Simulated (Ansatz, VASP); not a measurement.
## Ca in VASP and in Ansatz

File INCAR:

```
SYSTEM = Ca
ALGO = Normal ; EDIFF = 1E-6
ENCUT = 500 ; GGA_COMPAT = .FALSE.
ISIF = 2 ; ISMEAR = -1
LASPH = .TRUE. ; LCHARG = .FALSE.
LREAL = .FALSE. ; LWAVE = .FALSE.
NBANDS = 11 ; NELM = 120
PREC = Accurate ; SIGMA = 0.08
```

KPOINTS

```
k-points
0
G
  11 11 11
  0 0 0
```

POSCAR

```
Ca
1.0
    0.0000000000      2.7564359112      2.7564359112
    2.7564359112      0.0000000000      2.7564359112
    2.7564359112      2.7564359112      0.0000000000
Ca
1
Direct
    0.0000000000      0.0000000000      0.0000000000
```

Input for Ansatz:

```yaml
crystal:
  lattice:
    - [0.0, 2.7564359112, 2.7564359112]
    - [2.7564359112, 0.0, 2.7564359112]
    - [2.7564359112, 2.7564359112, 0.0]
  atoms:
    - { symbol: Ca, position: [0.0, 0.0, 0.0] }
kpoints:
  mp_grid: { grid: [11, 11, 11] }
scf:
  occupations: { method: fermi_dirac, width: 0.08 }
hamiltonian:
  xc: lda
  pseudopotentials: { kind: all_electron, lapw: { basis_error: 0.0005 } }
output:
  forces: true
  stress: true
  eigenvalues: true
```

Change from the starting cell: functional lda, volume scaled by 0.96.

Alike in both runs: task single point; functional LDA; k mesh 11 × 11 × 11; occupations fermi-dirac, width 0.08 eV; no spin polarisation.

|  | VASP | Ansatz |
| --- | --- | --- |
| version | VASP 6.6.1 | Ansatz 0.2.0 |
| potentials or method | VASP PAW LDA potentials, release 64 (Ca_sv), cutoff 500 eV | all-electron LAPW, scalar-relativistic |

|  | VASP | Ansatz | Ansatz less VASP |
| --- | --- | --- | --- |
| pressure (GPa) | -1.6 | -1.6 | +0.01 |

LDA's correlation is that of Perdew and Zunger in VASP and of Perdew and Wang (1992) in Ansatz. Ansatz ran all-electron here, and VASP with PAW potentials.
